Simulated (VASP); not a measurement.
# Pt (Fm-3m) in VASP: single point with r2SCAN

Aim: the single point of Pt with r2SCAN.

Program: VASP 6.6.1. These are calculated values, not measurements. Logs are shortened: lines on timing, memory, paths and dates and some standing lists are left out, and cuts for length are marked.

## 1. The cell of the first run

Symmetry: Fm-3m, No. 225, cubic system. Conventional cell: a = 3.942 Å, b = 3.942 Å, c = 3.942 Å, α = 90.00°, β = 90.00°, γ = 90.00°. Pt (site symmetry m-3m) has 12 Pt at 2.79 Å within 3.7 Å.

## 2. Single point, r2SCAN

Contents of POSCAR:

```
Pt
1.0
    0.0000000000      1.9707691395      1.9707691395
    1.9707691395      0.0000000000      1.9707691395
    1.9707691395      1.9707691395      0.0000000000
Pt
1
Direct
    0.0000000000      0.0000000000      0.0000000000
```

Contents of INCAR.step1:

```
SYSTEM = Pt
PREC     = Accurate       ! precision mode
ENCUT    = 520            ! plane-wave cutoff, eV
ISMEAR   = -1             ! smearing method
SIGMA    = 0.1            ! smearing width, eV
LREAL    = .False.        ! projectors in reciprocal space
LASPH    = .True.         ! aspherical terms in the spheres
NELM     = 80             ! most SCF steps
NBANDS   = 11             ! bands
GGA      = PE             ! functional
ALGO     = Normal         ! electronic algorithm
EDIFF    = 1E-4           ! SCF threshold, eV
LWAVE    = .True.         ! write WAVECAR
LCHARG   = .False.        ! write CHGCAR
```

Contents of INCAR.step2:

```
SYSTEM = Pt
PREC     = Accurate       ! precision mode
ENCUT    = 520            ! plane-wave cutoff, eV
EDIFF    = 1E-6           ! SCF threshold, eV
ISMEAR   = -1             ! smearing method
SIGMA    = 0.1            ! smearing width, eV
LREAL    = .False.        ! projectors in reciprocal space
LASPH    = .True.         ! aspherical terms in the spheres
NELM     = 80             ! most SCF steps
ALGO     = Normal         ! electronic algorithm
ISIF     = 2              ! what is computed and relaxed
LWAVE    = .False.        ! write WAVECAR
LCHARG   = .True.         ! write CHGCAR
METAGGA  = R2SCAN         ! meta-GGA
LMIXTAU  = .True.       
LELF     = .True.         ! ELF
LVHAR    = .True.       
NBANDS   = 11             ! bands
ISTART   = 1
```

Contents of KPOINTS:

```
Automatic mesh
0
Gamma
  16 16 16
  0 0 0
```

Potentials or basis: VASP PAW PBE potentials, release 64 (Pt).

Started as:

```bash
$ cat potpaw_PBE.64/Pt/POTCAR > POTCAR
$ cp INCAR.step1 INCAR
$ mpirun -np 1 vasp_std > vasp.out
$ cp INCAR.step2 INCAR
$ mpirun -np 1 vasp_std > vasp.out
```

OUTCAR:

```text
SYSTEM = Pt
   PREC = Accurate
   ENCUT = 520
   EDIFF = 1E-6
   ISMEAR = -1
   LREAL = .False.
   LASPH = .True.
   NELM = 80
   ISIF = 2
   METAGGA = R2SCAN
   ISTART = 1

 ion  position               nearest neighbor table
   1  0.000  0.000  0.000-

  LATTYP: Found a face centered cubic cell.
 ALAT       =     3.9415382790

  Lattice vectors:

 A1 = (   0.0000000000,   1.9707691395,   1.9707691395)
 A2 = (   1.9707691395,   0.0000000000,   1.9707691395)
 A3 = (   1.9707691395,   1.9707691395,   0.0000000000)

Analysis of symmetry for initial positions (statically):
=====================================================================
 Subroutine PRICEL returns:
 Original cell was already a primitive cell.

 Routine SETGRP: Setting up the symmetry group for a
 face centered cubic supercell.

 Subroutine GETGRP returns: Found 48 space group operations
 (whereof 48 operations were pure point group operations)
 out of a pool of 48 trial point group operations.

The static configuration has the point symmetry O_h .

Analysis of symmetry for dynamics (positions and initial velocities):
=====================================================================
 Subroutine PRICEL returns:
 Original cell was already a primitive cell.

 Routine SETGRP: Setting up the symmetry group for a
 face centered cubic supercell.

 Subroutine GETGRP returns: Found 48 space group operations
 (whereof 48 operations were pure point group operations)
 out of a pool of 48 trial point group operations.

The dynamic configuration has the point symmetry O_h .

 Subroutine INISYM returns: Found 48 space group operations
 (whereof 48 operations are pure point group operations),
 and found     1 'primitive' translations

----------------------------------------------------------------------------------------

                                     Primitive cell

  volume of cell :      15.3087

  direct lattice vectors                    reciprocal lattice vectors
     0.000000000  1.970769139  1.970769139    -0.253708052  0.253708052  0.253708052
     1.970769139  0.000000000  1.970769139     0.253708052 -0.253708052  0.253708052
     1.970769139  1.970769139  0.000000000     0.253708052  0.253708052 -0.253708052

  length of vectors
     2.787088445  2.787088445  2.787088445     0.439435237  0.439435237  0.439435237

  position of ions in fractional coordinates (direct lattice)
     0.000000000  0.000000000  0.000000000

  ion indices of the primitive-cell ions
   primitive index   ion index
                 1           1

----------------------------------------------------------------------------------------

 KPOINTS: Automatic mesh

Automatic generation of k-mesh.
 Grid dimensions read from file:
 generate k-points for:   16   16   16

 Generating k-lattice:

  Cartesian coordinates                     Fractional coordinates (reciprocal lattice)
    -0.015856753  0.015856753  0.015856753     0.062500000  0.000000000  0.000000000
     0.015856753 -0.015856753  0.015856753     0.000000000  0.062500000  0.000000000
     0.015856753  0.015856753 -0.015856753     0.000000000  0.000000000  0.062500000

  Length of vectors
     0.027464702  0.027464702  0.027464702

  Shift w.r.t. Gamma in fractional coordinates (k-lattice)
     0.000000000  0.000000000  0.000000000

 Subroutine IBZKPT returns following result:
 ===========================================

 Found    145 irreducible k-points:

 Following reciprocal coordinates:
            Coordinates               Weight
  0.000000  0.000000  0.000000      1.000000
  0.062500  0.000000  0.000000      8.000000
  0.125000  0.000000  0.000000      8.000000
  0.187500  0.000000  0.000000      8.000000
  0.250000  0.000000  0.000000      8.000000
  0.312500  0.000000  0.000000      8.000000
[... 16 lines left out ...]
 -0.125000  0.062500  0.000000     24.000000
 -0.062500  0.062500  0.000000     12.000000
 [... further k-points ...]
   k-points           NKPTS =    145   k-points in BZ     NKDIM =    145   number of bands    NBANDS=     11
   number of dos      NEDOS =    301   number of ions     NIONS =      1
   total plane-waves  NPLWV =  13824
   dimension x,y,z NGX =    24 NGY =   24 NGZ =   24
   dimension x,y,z NGXF=    48 NGYF=   48 NGZF=   48
   ions per type =               1
   NGX,Y,Z   is equivalent  to a cutoff of  14.32, 14.32, 14.32 a.u.
   NGXF,Y,Z  is equivalent  to a cutoff of  28.63, 28.63, 28.63 a.u.
 SYSTEM =  Pt
   PREC   = accura    normal or accurate (medium, high low for compatibility)
   ISTART =      1    job   : 0-new  1-cont  2-samecut
   ICHARG =      0    charge: 1-file 2-atom 10-const
   ISPIN  =      1    spin polarized calculation?
   LNONCOLLINEAR =      F non collinear calculations
   LSORBIT =      F    spin-orbit coupling
   LASPH  =      T    aspherical Exc in radial PAW
   ENCUT  =  520.0 eV  38.22 Ry    6.18 a.u.   5.18  5.18  5.18*2*pi/ulx,y,z
   NELM   =     80;   NELMIN=  2; NELMDL=  0     # of ELM steps
   EDIFF  = 0.1E-05   stopping-criterion for ELM
   LREAL  =      F    real-space projection
   EDIFFG = 0.1E-04   stopping-criterion for IOM
   NSW    =      0    number of steps for IOM
   IBRION =     -1    ionic relax: 0-MD 1-quasi-New 2-CG
   NFREE  =      0    steps in history (QN), initial steepest desc. (CG)
   ISIF   =      2    stress and relaxation
   ISYM   =      2    0-nonsym 1-usesym 2-fastsym
   POTIM  = 0.5000    time-step for ionic-motion
   TEBEG  =    0.0;   TEEND  =   0.0 temperature during run
   PSTRESS=    0.0 pullay stress
   NELECT =      10.0000    total number of electrons
   NUPDOWN=      -1.0000    fix difference up-down
   EMIN   =  10.00;   EMAX   =-10.00  energy-range for DOS
   EFERMI =   0.00;   METHOD = LEGACY
   ISMEAR =    -1;   SIGMA  =   0.10  broadening in eV -4-tet -1-fermi 0-gaus
   EFERMI_NEDOS =   21; number of points for ismear=-14 and -15
   IALGO  =     38    algorithm
   IMIX   =      4    mixing-type and parameters
     AMIX     =   0.40;   BMIX     =  1.00
     AMIX_MAG =   1.60;   BMIX_MAG =  1.00
  volume/ion in A,a.u.               =      15.31       103.31
  Fermi-wavevector in a.u.,A,eV,Ry     =   1.420460  2.684281 27.452574  2.017707
  Thomas-Fermi vector in A             =   2.541373
   LORBIT       =      0    0 simple, 1 ext, 2 COOP (PROOUT), +10 PAW based schemes
   METAGGA = R2SCAN    functional components
   LHFCALC =     F    Hartree Fock is set to
   AEXX    =    0.0000 exact exchange contribution
   IVDW    =     0    specifies the selected vdW correction
   LEPSILON=     F    determine dielectric tensor
   LRPA    =     F    only Hartree local field effects (RPA)
 non-spin polarized calculation
  energy-cutoff  :      520.00
  volume of cell :       15.31
 maximum number of plane-waves:       428
 NGX is ok and might be reduce to    24
   NGX = 11   NGY = 11   NGZ = 11

 number of electron      10.0000001 magnetization

 Free energy of the ion-electron system (eV)
  ---------------------------------------------------
  ext. energy  EPLUGINS =         0.00000000
  ---------------------------------------------------
  free energy    TOTEN  =       -51.52913939 eV

  energy without entropy =      -51.47363689  energy(sigma->0) =      -51.50138814

 E-fermi :  10.7178     XC(G=0): -14.5312

 val. band max:       10.7163670259   @ k =   0.4375   0.1250   0.0000
 cond. band min:      10.7234449866   @ k =   0.5000   0.3125   0.0625
 fundamental gap:      0.0070779607
 Fermi energy:        10.7177746168

 k-point     1 :       0.0000    0.0000    0.0000
  band No.  band energies     occupation
      1       0.4059      2.00000
      2       6.9042      2.00000
      3       6.9042      2.00000
      4       6.9042      2.00000
      5       9.0153      2.00000
      6       9.0153      2.00000
      7      26.2535      0.00000
      8      31.3357      0.00000
      9      31.3357      0.00000
     10      31.3357      0.00000
     11      37.1550      0.00000

 k-point     2 :       0.0625    0.0000    0.0000
  band No.  band energies     occupation
      1       0.5675      2.00000
      2       6.8336      2.00000
      3       6.9679      2.00000
      4       6.9679      2.00000
      5       8.9809      2.00000
      6       8.9809      2.00000
      7      26.4985      0.00000
      8      30.5123      0.00000
      9      31.5774      0.00000
     10      31.5774      0.00000
     11      38.0285      0.00000

 k-point     3 :       0.1250    0.0000    0.0000
  band No.  band energies     occupation
      1       1.0330      2.00000
      2       6.6616      2.00000
      3       7.1263      2.00000
      4       7.1263      2.00000
      5       8.9182      2.00000
      6       8.9182      2.00000
      7      27.1385      0.00000
      8      28.8273      0.00000
      9      32.2721      0.00000
     10      32.2721      0.00000
     11      38.0915      0.00000

 k-point     4 :       0.1875    0.0000    0.0000
  band No.  band energies     occupation
      1       1.7316      2.00000
      2       6.5059      2.00000
      3       7.2698      2.00000
      4       7.2698      2.00000
      5       8.9528      2.00000
      6       8.9528      2.00000
      7      26.8505      0.00000
      8      27.8784      0.00000
      9      33.3135      0.00000
     10      33.3135      0.00000
     11      36.1154      0.00000
[... 239 lines left out ...]
 k-point    22 :      -0.1875    0.0625    0.0000
  band No.  band energies     occupation
      1       2.1264      2.00000
      2       6.3706      2.00000
      3       7.3217      2.00000
      4       7.3837      2.00000
      5       8.6731      2.00000
      6       9.3756      2.00000
      7      26.2507      0.00000
      8      28.1600      0.00000
      9      32.2606      0.00000
     10      34.5665      0.00000
     11      34.7754      0.00000

 k-point    23 :      -0.1250    0.0625    0.0000
  band No.  band energies     occupation
      1       1.3818      2.00000
      2       6.5026      2.00000
      3       7.2435      2.00000
      4       7.2635      2.00000
      5       8.6651      2.00000
      6       9.1305      2.00000
      7      27.5631      0.00000
      8      28.2092      0.00000
      9      31.6504      0.00000
     10      33.3420      0.00000
     11      36.6617      0.00000

 k-point    24 :      -0.0625    0.0625    0.0000
  band No.  band energies     occupation
      1       0.8314      2.00000
      2       6.7025      2.00000
      3       7.0566      2.00000
      4       7.1015      2.00000
      5       8.8242      2.00000
      6       9.0447      2.00000
      7      26.8827      0.00000
      8      29.7256      0.00000
      9      31.3726      0.00000
     10      32.2490      0.00000
     11      38.6476      0.00000

 [... further k-points ...]

------------------------ aborting loop because EDIFF is reached ----------------------------------------

  FORCE on cell =-STRESS in cart. coord.  units (eV):
  Direction    XX          YY          ZZ          XY          YZ          ZX
  --------------------------------------------------------------------------------------
  -------------------------------------------------------------------------------------
  Total        0.0659657      0.0659657      0.0659657      0.0000000      0.0000000      0.0000000
  in kB        6.9038502      6.9038502      6.9038502      0.0000000      0.0000000      0.0000000
  external PRESSURE =       6.9038502 kB  Pullay stress =       0.0000000 kB

 VOLUME and BASIS-vectors are now :
 -----------------------------------------------------------------------------
  energy-cutoff  :      520.00
  volume of cell :       15.31
      direct lattice vectors                 reciprocal lattice vectors
     0.000000000  1.970769139  1.970769139    -0.253708052  0.253708052  0.253708052
     1.970769139  0.000000000  1.970769139     0.253708052 -0.253708052  0.253708052
     1.970769139  1.970769139  0.000000000     0.253708052  0.253708052 -0.253708052

 POSITION                                       TOTAL-FORCE (eV/Angst)
 -----------------------------------------------------------------------------------
      0.00000      0.00000      0.00000         0.000000      0.000000      0.000000
 -----------------------------------------------------------------------------------
    total drift:                                0.000000     -0.000000     -0.000000

  FREE ENERGIE OF THE ION-ELECTRON SYSTEM (eV)
  ---------------------------------------------------
  free  energy   TOTEN  =       -51.5291393924 eV

  energy  without entropy=      -51.4736368916  energy(sigma->0) =      -51.50138814
```

Wall time 58 s (1 thread of Intel Xeon Platinum 8375C at 2.90GHz (Ice Lake), shared host); peak memory 0.16 GiB.

Results:

* Free energy: -51.5291 eV
* Pressure: 0.7 GPa
* Band gap on the k mesh: zero (bands 5 and 6 overlap by 2.32 eV)

Caveat: the PAW data sets were made with another functional, which shifts forces and pressure a little; spin-orbit coupling is left out, which moves the levels of the heavy elements.
